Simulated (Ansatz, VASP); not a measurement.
## Two plane-wave programs on SiSn7

```xyz
8
Lattice="6.5062 0.0000 0.0000 0.0000 6.5062 0.0000 0.0000 0.0000 6.5062" Properties=species:S:1:pos:R:3 pbc="T T T"
Si    0.0000    0.0000    0.0000
Sn    1.5522    1.5522    1.5522
Sn    0.0000    3.2531    3.2531
Sn    3.2531    3.2531    0.0000
Sn    3.2531    0.0000    3.2531
Sn    4.9540    1.5522    4.9540
Sn    4.9540    4.9540    1.5522
Sn    1.5522    4.9540    4.9540
```

Alike in both runs: task single point; functional r2SCAN; k mesh 6 × 6 × 6; occupations gaussian, width 0.1 eV; no spin polarisation.

|  | VASP | Ansatz |
| --- | --- | --- |
| version | VASP 6.6.1 | Ansatz 0.2.0 |
| potentials or method | VASP PAW PBE potentials, release 64 (Si, Sn_d), cutoff 520 eV | scalar-relativistic, plane waves, PAW |
| valence electrons in the cell | 102 | 102 |

|  | VASP | Ansatz | Ansatz less VASP |
| --- | --- | --- | --- |
| gap on the k mesh at the Fermi level (eV) | none | none | - |
| pressure (GPa) | -1.6 | -1.6 | +0.06 |
| rms of the force components (eV/Å) | 0.025 | 0.027 | +0.0025 |

VASP's potentials were made for PBE, not for r2SCAN. Atom by atom the forces differ by 0.003 eV/Å (rms over components). A gap of «none» marks a metal or a gap that the smearing closes. The functional is the same, so the differences come from potentials, cutoffs and numerics.
